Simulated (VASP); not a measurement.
# HfN (Fm-3m) in VASP: further runs

The runs below take HfN through single point, relaxation of cell and atoms, with PBEsol.

Everything below comes from runs of VASP 6.6.1. Logs are shortened: lines on timing, memory, paths and dates and some standing lists are left out, and cuts for length are marked.

## Step 1: The cell of the first run

The structure is cubic, space group Fm-3m (No. 225). Conventional cell: a = 4.502 Å, b = 4.502 Å, c = 4.502 Å, α = 90.00°, β = 90.00°, γ = 90.00°. Hf (site symmetry m-3m) has 6 N at 2.25 Å within 3.0 Å. N (site symmetry m-3m) has 6 Hf at 2.25 Å within 3.0 Å.

## Step 2: Single point, PBEsol

File INCAR:

```
ALGO = Normal ; EDIFF = 1E-6
ENCUT = 520 ; GGA = PS
ISIF = 2 ; ISMEAR = -1
LASPH = True ; LCHARG = False
LREAL = False ; LWAVE = False
NBANDS = 14 ; NELM = 60
PREC = Accurate ; SIGMA = 0.15
```

File KPOINTS:

```
k-points
0
Gamma
  16 16 16
```

File POSCAR:

```
HfN
1.0
    0.0000000000      2.2511619659      2.2511619659
    2.2511619659      0.0000000000      2.2511619659
    2.2511619659      2.2511619659      0.0000000000
Hf N
1 1
Direct
    0.0000000000      0.0000000000      0.0000000000
    0.5000000000      0.5000000000      0.5000000000
```

Potentials or basis: VASP PAW PBE potentials, release 64 (Hf_pv, N).

On the command line:

```sh
$ cat potpaw_PBE.64/Hf_pv/POTCAR potpaw_PBE.64/N/POTCAR > POTCAR
$ mpirun -np 1 vasp_std > vasp.out
```

OUTCAR:

```text
EDIFF = 1E-6
   ENCUT = 520
   GGA = PS
   ISIF = 2
   ISMEAR = -1
   LASPH = True
   LREAL = False
   NELM = 60
   PREC = Accurate

 ion  position               nearest neighbor table
   1  0.000  0.000  0.000-   2 2.25   2 2.25   2 2.25   2 2.25   2 2.25   2 2.25
   2  0.500  0.500  0.500-   1 2.25   1 2.25   1 2.25   1 2.25   1 2.25   1 2.25

  LATTYP: Found a face centered cubic cell.
 ALAT       =     4.5023239318

  Lattice vectors:

 A1 = (   0.0000000000,   2.2511619659,   2.2511619659)
 A2 = (   2.2511619659,   0.0000000000,   2.2511619659)
 A3 = (   2.2511619659,   2.2511619659,   0.0000000000)

Analysis of symmetry for initial positions (statically):
=====================================================================
 Subroutine PRICEL returns:
 Original cell was already a primitive cell.

 Routine SETGRP: Setting up the symmetry group for a
 face centered cubic supercell.

 Subroutine GETGRP returns: Found 48 space group operations
 (whereof 48 operations were pure point group operations)
 out of a pool of 48 trial point group operations.

The static configuration has the point symmetry O_h .

Analysis of symmetry for dynamics (positions and initial velocities):
=====================================================================
 Subroutine PRICEL returns:
 Original cell was already a primitive cell.

 Routine SETGRP: Setting up the symmetry group for a
 face centered cubic supercell.

 Subroutine GETGRP returns: Found 48 space group operations
 (whereof 48 operations were pure point group operations)
 out of a pool of 48 trial point group operations.

The dynamic configuration has the point symmetry O_h .

 Subroutine INISYM returns: Found 48 space group operations
 (whereof 48 operations are pure point group operations),
 and found     1 'primitive' translations

----------------------------------------------------------------------------------------

                                     Primitive cell

  volume of cell :      22.8166

  direct lattice vectors                    reciprocal lattice vectors
     0.000000000  2.251161966  2.251161966    -0.222107519  0.222107519  0.222107519
     2.251161966  0.000000000  2.251161966     0.222107519 -0.222107519  0.222107519
     2.251161966  2.251161966  0.000000000     0.222107519  0.222107519 -0.222107519

  length of vectors
     3.183623783  3.183623783  3.183623783     0.384701508  0.384701508  0.384701508

  position of ions in fractional coordinates (direct lattice)
     0.000000000  0.000000000  0.000000000
     0.500000000  0.500000000  0.500000000

  ion indices of the primitive-cell ions
   primitive index   ion index
                 1           1
                 2           2

----------------------------------------------------------------------------------------

 KPOINTS: k-points

Automatic generation of k-mesh.
 Grid dimensions read from file:
 generate k-points for:   16   16   16

 Generating k-lattice:

  Cartesian coordinates                     Fractional coordinates (reciprocal lattice)
    -0.013881720  0.013881720  0.013881720     0.062500000  0.000000000  0.000000000
     0.013881720 -0.013881720  0.013881720     0.000000000  0.062500000  0.000000000
     0.013881720  0.013881720 -0.013881720     0.000000000  0.000000000  0.062500000

  Length of vectors
     0.024043844  0.024043844  0.024043844

  Shift w.r.t. Gamma in fractional coordinates (k-lattice)
     0.000000000  0.000000000  0.000000000

 Subroutine IBZKPT returns following result:
 ===========================================

 Found    145 irreducible k-points:

 Following reciprocal coordinates:
            Coordinates               Weight
  0.000000  0.000000  0.000000      1.000000
  0.062500  0.000000  0.000000      8.000000
  0.125000  0.000000  0.000000      8.000000
  0.187500  0.000000  0.000000      8.000000
  0.250000  0.000000  0.000000      8.000000
  0.312500  0.000000  0.000000      8.000000
[... 16 lines left out ...]
 -0.125000  0.062500  0.000000     24.000000
 -0.062500  0.062500  0.000000     12.000000
 [... further k-points ...]
   k-points           NKPTS =    145   k-points in BZ     NKDIM =    145   number of bands    NBANDS=     14
   number of dos      NEDOS =    301   number of ions     NIONS =      2
   total plane-waves  NPLWV =  13824
   dimension x,y,z NGX =    24 NGY =   24 NGZ =   24
   dimension x,y,z NGXF=    48 NGYF=   48 NGZF=   48
   ions per type =               1   1
   NGX,Y,Z   is equivalent  to a cutoff of  12.53, 12.53, 12.53 a.u.
   NGXF,Y,Z  is equivalent  to a cutoff of  25.07, 25.07, 25.07 a.u.
 SYSTEM =  unknown system
   PREC   = accura    normal or accurate (medium, high low for compatibility)
   ISTART =      0    job   : 0-new  1-cont  2-samecut
   ICHARG =      2    charge: 1-file 2-atom 10-const
   ISPIN  =      1    spin polarized calculation?
   LNONCOLLINEAR =      F non collinear calculations
   LSORBIT =      F    spin-orbit coupling
   LASPH  =      T    aspherical Exc in radial PAW
   ENCUT  =  520.0 eV  38.22 Ry    6.18 a.u.   5.92  5.92  5.92*2*pi/ulx,y,z
   NELM   =     60;   NELMIN=  2; NELMDL= -5     # of ELM steps
   EDIFF  = 0.1E-05   stopping-criterion for ELM
   LREAL  =      F    real-space projection
   EDIFFG = 0.1E-04   stopping-criterion for IOM
   NSW    =      0    number of steps for IOM
   IBRION =     -1    ionic relax: 0-MD 1-quasi-New 2-CG
   NFREE  =      0    steps in history (QN), initial steepest desc. (CG)
   ISIF   =      2    stress and relaxation
   ISYM   =      2    0-nonsym 1-usesym 2-fastsym
   POTIM  = 0.5000    time-step for ionic-motion
   TEBEG  =    0.0;   TEEND  =   0.0 temperature during run
   PSTRESS=    0.0 pullay stress
   NELECT =      15.0000    total number of electrons
   NUPDOWN=      -1.0000    fix difference up-down
   EMIN   =  10.00;   EMAX   =-10.00  energy-range for DOS
   EFERMI =   0.00;   METHOD = LEGACY
   ISMEAR =    -1;   SIGMA  =   0.15  broadening in eV -4-tet -1-fermi 0-gaus
   EFERMI_NEDOS =   21; number of points for ismear=-14 and -15
   IALGO  =     38    algorithm
   IMIX   =      4    mixing-type and parameters
     AMIX     =   0.40;   BMIX     =  1.00
     AMIX_MAG =   1.60;   BMIX_MAG =  1.00
  volume/ion in A,a.u.               =      11.41        76.99
  Fermi-wavevector in a.u.,A,eV,Ry     =   1.423492  2.690011 27.569905  2.026331
  Thomas-Fermi vector in A             =   2.544084
   LORBIT       =      0    0 simple, 1 ext, 2 COOP (PROOUT), +10 PAW based schemes
   GGA     = PS    functional components
   LHFCALC =     F    Hartree Fock is set to
   AEXX    =    0.0000 exact exchange contribution
   IVDW    =     0    specifies the selected vdW correction
   LEPSILON=     F    determine dielectric tensor
   LRPA    =     F    only Hartree local field effects (RPA)
 non-spin polarized calculation
  energy-cutoff  :      520.00
  volume of cell :       22.82
 maximum number of plane-waves:       636
   NGX = 11   NGY = 11   NGZ = 11

 number of electron      15.0000001 magnetization

 Free energy of the ion-electron system (eV)
  ---------------------------------------------------
  ext. energy  EPLUGINS =         0.00000000
  ---------------------------------------------------
  free energy    TOTEN  =       -23.01445294 eV

  energy without entropy =      -22.97165601  energy(sigma->0) =      -22.99305447

 E-fermi :   8.2877     XC(G=0): -12.9484

 val. band max:        8.2865227392   @ k =   0.3750   0.1250   0.0000
 cond. band min:       8.2917475325   @ k =   0.0625   0.0625   0.0000
 fundamental gap:      0.0052247933
 Fermi energy:         8.2876778307

 k-point     1 :       0.0000    0.0000    0.0000
  band No.  band energies     occupation
      1     -22.7259      2.00000
      2     -22.7259      2.00000
      3     -22.7259      2.00000
      4      -9.2093      2.00000
      5       5.2951      2.00000
      6       5.2951      2.00000
      7       5.2951      2.00000
      8       7.9150      1.84614
      9       7.9150      1.84614
     10       7.9150      1.84614
     11      10.2034      0.00001
     12      10.2614      0.00000
     13      10.2614      0.00000
     14      17.8549      0.00000

 k-point     2 :       0.0625    0.0000    0.0000
  band No.  band energies     occupation
      1     -22.7685      2.00000
      2     -22.7294      2.00000
      3     -22.7294      2.00000
      4      -9.1153      2.00000
      5       4.8806      2.00000
      6       5.0514      2.00000
      7       5.0514      2.00000
      8       8.0336      1.68940
      9       8.0533      1.65349
     10       8.0533      1.65349
     11      10.4958      0.00000
     12      10.5751      0.00000
     13      10.5751      0.00000
     14      18.1681      0.00000

 k-point     3 :       0.1250    0.0000    0.0000
  band No.  band energies     occupation
      1     -22.8877      2.00000
      2     -22.7393      2.00000
      3     -22.7393      2.00000
      4      -8.8452      2.00000
      5       3.9552      2.00000
      6       4.4896      2.00000
      7       4.4896      2.00000
      8       8.2362      1.17002
      9       8.4152      0.59892
     10       8.4152      0.59892
     11      11.2393      0.00000
     12      11.3891      0.00000
     13      11.3891      0.00000
     14      19.0393      0.00000

 k-point     4 :       0.1875    0.0000    0.0000
  band No.  band energies     occupation
      1     -23.0604      2.00000
      2     -22.7541      2.00000
      3     -22.7541      2.00000
      4      -8.4325      2.00000
      5       2.8800      2.00000
      6       3.8453      2.00000
      7       3.8453      2.00000
      8       8.4852      0.42262
      9       8.9508      0.02376
     10       8.9508      0.02376
     11      12.1687      0.00000
     12      12.4833      0.00000
     13      12.4833      0.00000
     14      20.2521      0.00000

 k-point     5 :       0.2500    0.0000    0.0000
  band No.  band energies     occupation
      1     -23.2561      2.00000
      2     -22.7715      2.00000
      3     -22.7715      2.00000
      4      -7.9260      2.00000
      5       1.8182      2.00000
      6       3.2433      2.00000
      7       3.2433      2.00000
      8       8.8597      0.04319
      9       9.6331      0.00025
     10       9.6331      0.00025
     11      13.0571      0.00000
[... 276 lines left out ...]
 k-point    22 :      -0.1875    0.0625    0.0000
  band No.  band energies     occupation
      1     -23.1317      2.00000
      2     -22.7984      2.00000
      3     -22.7466      2.00000
      4      -8.2200      2.00000
      5       2.3663      2.00000
      6       3.4092      2.00000
      7       3.8575      2.00000
      8       8.5276      0.33605
      9       8.8901      0.03541
     10       9.8159      0.00008
     11      11.7247      0.00000
     12      13.1605      0.00000
     13      13.5574      0.00000
     14      20.5926      0.00000

 k-point    23 :      -0.1250    0.0625    0.0000
  band No.  band energies     occupation
      1     -22.9567      2.00000
      2     -22.7754      2.00000
      3     -22.7338      2.00000
      4      -8.6533      2.00000
      5       3.3507      2.00000
      6       4.0099      2.00000
      7       4.4581      2.00000
      8       8.2845      1.01061
      9       8.3872      0.67986
     10       9.1268      0.00741
     11      10.8473      0.00000
     12      12.1586      0.00000
     13      12.3707      0.00000
     14      19.6525      0.00000

 k-point    24 :      -0.0625    0.0625    0.0000
  band No.  band energies     occupation
      1     -22.8275      2.00000
      2     -22.7512      2.00000
      3     -22.7278      2.00000
      4      -8.9646      2.00000
      5       4.2589      2.00000
      6       4.6109      2.00000
      7       4.9313      2.00000
      8       8.0904      1.57682
      9       8.0920      1.57329
     10       8.5442      0.30623
     11      10.3961      0.00000
     12      11.2159      0.00000
     13      11.3243      0.00000
     14      18.6648      0.00000

 [... further k-points ...]
[... 5 lines left out ...]
  --------------------------------------------------------------------------------------
  -------------------------------------------------------------------------------------
  Total       -0.3094771     -0.3094771     -0.3094771     -0.0000000      0.0000000     -0.0000000
  in kB      -21.7314612    -21.7314612    -21.7314612     -0.0000000      0.0000000     -0.0000000
  external PRESSURE =     -21.7314612 kB  Pullay stress =       0.0000000 kB

 VOLUME and BASIS-vectors are now :
 -----------------------------------------------------------------------------
  energy-cutoff  :      520.00
  volume of cell :       22.82
      direct lattice vectors                 reciprocal lattice vectors
     0.000000000  2.251161966  2.251161966    -0.222107519  0.222107519  0.222107519
     2.251161966  0.000000000  2.251161966     0.222107519 -0.222107519  0.222107519
     2.251161966  2.251161966  0.000000000     0.222107519  0.222107519 -0.222107519

 POSITION                                       TOTAL-FORCE (eV/Angst)
 -----------------------------------------------------------------------------------
      0.00000      0.00000      0.00000        -0.000000     -0.000000     -0.000000
      2.25116      2.25116      2.25116         0.000000      0.000000      0.000000
 -----------------------------------------------------------------------------------
    total drift:                                0.000000     -0.000000     -0.000000

  FREE ENERGIE OF THE ION-ELECTRON SYSTEM (eV)
  ---------------------------------------------------
  free  energy   TOTEN  =       -23.0144529391 eV

  energy  without entropy=      -22.9716560082  energy(sigma->0) =      -22.99305447
```

Wall time 12 s (1 thread of Intel Xeon 6975P-C (Granite Rapids), shared host); peak memory 0.17 GiB.

What came out:

- Free energy: -23.0145 eV
- Pressure: -2.2 GPa

Caveat: the PAW data sets were made with another functional, which shifts forces and pressure a little; spin-orbit coupling is left out, which moves the levels of the heavy elements.

## Step 3: Relaxation of cell and atoms, PBEsol, target pressure 50 GPa, at which the enthalpy is minimised

File INCAR:

```
ALGO = Normal
EDIFF = 1E-6
EDIFFG = -0.001
ENCUT = 600
GGA = PS
IBRION = 2
ISIF = 3
ISMEAR = -1
LASPH = True
LCHARG = False
LREAL = False
LWAVE = False
NELM = 100
NSW = 80
PREC = Accurate
PSTRESS = 500.0
SIGMA = 0.15
```

KPOINTS is that of step 2.

POSCAR is that of step 2.

Potentials or basis: VASP PAW PBE potentials, release 64 (Hf_pv, N).

On the command line:

```sh
$ cat potpaw_PBE.64/Hf_pv/POTCAR potpaw_PBE.64/N/POTCAR > POTCAR
$ mpirun -np 1 vasp_std > vasp.out
```

Wall time 2.3 min (1 thread of Intel Xeon 6975P-C (Granite Rapids), shared host); peak memory 0.23 GiB.

Results (log left out):

| Item | Value |
| --- | --- |
| Free energy | -22.6356 eV |
| Relaxed volume | 9.94 Å³/atom |
| Relaxed cell | a = 3.041 Å, b = 3.041 Å, c = 3.041 Å, α = 60.00°, β = 60.00°, γ = 60.00° |
| Space group after relaxing (to 0.05 Å) | Fm-3m (No. 225) |
| Energy change on relaxing (the enthalpy is what falls) | +190.5 meV/atom |
| Ionic steps | 17 |
| Pressure after relaxing | 50.0 GPa |

The path:
```csv
step,energy change (eV),largest force (eV/Å),pressure (GPa),volume (Å³)
1,0.0000,0.0000,-2.28,22.82
2,11.1765,0.0000,595.14,12.60
3,0.2397,0.0000,37.95,20.40
4,0.3205,0.0000,45.05,20.09
5,0.3820,0.0000,50.08,19.88
6,0.3647,0.0000,48.70,19.94
7,0.3660,0.0000,48.80,19.93
8,0.3700,0.0000,49.14,19.92
9,0.3701,0.0000,49.13,19.92
10,0.3703,0.0000,49.13,19.92
11,0.3707,0.0000,49.15,19.92
12,0.3715,0.0000,49.19,19.92
13,0.3732,0.0000,49.38,19.91
14,0.3765,0.0000,49.66,19.90
15,0.3833,0.0000,50.21,19.88
16,0.3807,0.0000,49.98,19.89
17,0.3810,0.0000,49.99,19.89
```

Final structure:
```
Hf N
1.0
     0.00000    2.15033    2.15033
     2.15033    0.00000    2.15033
     2.15033    2.15033    0.00000
Hf N
1 1
Direct
  0.00000 0.00000 0.00000
  0.50000 0.50000 0.50000
```

Levels at points of the mesh, in eV from the Fermi level:
| k point | band 6 | band 7 | band 8 | band 9 | band 10 | band 11 |
| --- | --- | --- | --- | --- | --- | --- |
| (0.00, 0.00, 0.00) | -3.13 | -3.13 | -0.48 | -0.48 | -0.48 | 2.32 |
| (0.50, 0.00, 0.00) | -6.96 | -6.96 | 4.03 | 4.52 | 4.52 | 5.25 |
| (0.50, 0.50, 0.00) | -4.57 | -3.66 | -3.66 | 4.95 | 6.79 | 6.79 |

Caveat: the cell is relaxed towards a set pressure, so the enthalpy falls and the energy may rise; the PAW data sets were made with another functional, which shifts forces and pressure a little; spin-orbit coupling is left out, which moves the levels of the heavy elements.
